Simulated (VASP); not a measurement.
GaSb:

```xyz
2
Lattice="-2.7534 2.7534 1.5907 2.7534 -2.7534 1.5907 2.7534 2.7534 -1.5907" Properties=species:S:1:pos:R:3 pbc="T T T"
Sb    0.0000    0.0000    0.0000
Ga    0.0000    2.7534    0.7954
```

- Program: VASP 6.6.1
- Task: relaxation of cell and atoms
- Functional: revPBE
- Potentials or basis: VASP PAW PBE potentials, release 64 (Sb, Ga_d)
- Cutoff: 600 eV
- k mesh: 10 × 10 × 10
- Occupations: fermi-dirac, width 0.05 eV
- Spin: no spin polarisation

At the start: pressure 1.2 GPa; volume 24.12 Å³/atom.

How do energy, volume and symmetry change on relaxing?

Over 9 steps the energy falls by 2.9 meV/atom and the volume is 24.69 Å³/atom (+2.4 %); space group I-4m2 (No. 119, to 0.1 Å) before and after.

The path:
| step | energy change (eV) | largest force (eV/Å) | pressure (GPa) | volume (Å³) |
| --- | --- | --- | --- | --- |
| 1 | 0.0000 | 0.0000 | 1.21 | 48.24 |
| 2 | -0.0055 | 0.0000 | -0.18 | 49.52 |
| 3 | -0.0055 | 0.0000 | -0.01 | 49.44 |
| 4 | -0.0055 | 0.0000 | -0.11 | 49.47 |
| 5 | -0.0057 | 0.0000 | -0.11 | 49.42 |
| 6 | -0.0057 | 0.0000 | -0.06 | 49.37 |
| 7 | -0.0058 | 0.0000 | -0.02 | 49.38 |
| 8 | -0.0057 | 0.0000 | -0.08 | 49.40 |
| 9 | -0.0058 | 0.0000 | 0.02 | 49.38 |

Final structure:
```xyz
2
Lattice="-2.7871 2.7871 1.5893 2.7871 -2.7871 1.5893 2.7871 2.7871 -1.5893" Properties=species:S:1:pos:R:3 pbc="T T T"
Sb    0.0000    0.0000    0.0000
Ga    0.0000    2.7871    0.7946
```

Caveat: the PAW data sets were made with another functional, which shifts forces and pressure a little.
